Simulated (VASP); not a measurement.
Write the native input for VASP 6.6.1 that does the following.

| Quantity | Value |
| --- | --- |
| Task | single point |
| Functional | PBE |
| Potentials or basis | VASP PAW PBE potentials, release 64 (In_d, P) |
| Cutoff | 520 eV |
| k mesh | 6 × 6 × 6 |
| Occupations | gaussian, width 0.1 eV |
| Spin | no spin polarisation |
| Dipole correction | no |
| Further INCAR settings | ALGO = Normal; EDIFF = 1e-06; NBANDS = 30 |

The structure of In3P lies in POSCAR:

```
In3P
1.0
   -2.1838649800      2.1838649800      4.8005434000
    2.1838649800     -2.1838649800      4.8005434000
    2.1838649800      2.1838649800     -4.8005434000
In P
3 1
Direct
    0.5000000000      0.5000000000      0.0000000000
    0.7500000000      0.2500000000      0.5000000000
    0.2500000000      0.7500000000      0.5000000000
    0.0000000000      0.0000000000      0.0000000000
```

The cell was generated, and may not be a known phase.

These files were run (other wordings do the same):

INCAR

```
SYSTEM = In3P
PREC = Accurate
ENCUT = 520
EDIFF = 1E-6
ISMEAR = 0
SIGMA = 0.1
LREAL = .FALSE.
LASPH = .TRUE.
NELM = 60
ALGO = Normal
ISIF = 2
LWAVE = .FALSE.
LCHARG = .TRUE.
GGA = PE
LELF = .TRUE.
LVHAR = .TRUE.
NBANDS = 30
```

KPOINTS

```
Automatic mesh
0
G
  6 6 6
  0 0 0
```

Potentials or basis: VASP PAW PBE potentials, release 64 (In_d, P).

Launch:

```sh
$ cat potpaw_PBE.64/In_d/POTCAR potpaw_PBE.64/P/POTCAR > POTCAR
$ mpirun -np 1 vasp_std > vasp.out
```

It gave:

* Pressure: 3.3 GPa
* Band gap on the k mesh: zero (bands 22 and 23 overlap by 2.22 eV)

Caveat: the cell stands under pressure; spin-orbit coupling is left out, which moves the levels of the heavy elements.

Wall time 2.2 min on 1 thread of Intel(R) Xeon(R) Platinum 8259CL CPU @ 2.50GHz (Skylake/Cascade Lake), on a shared host, peak memory 0.28 GiB.
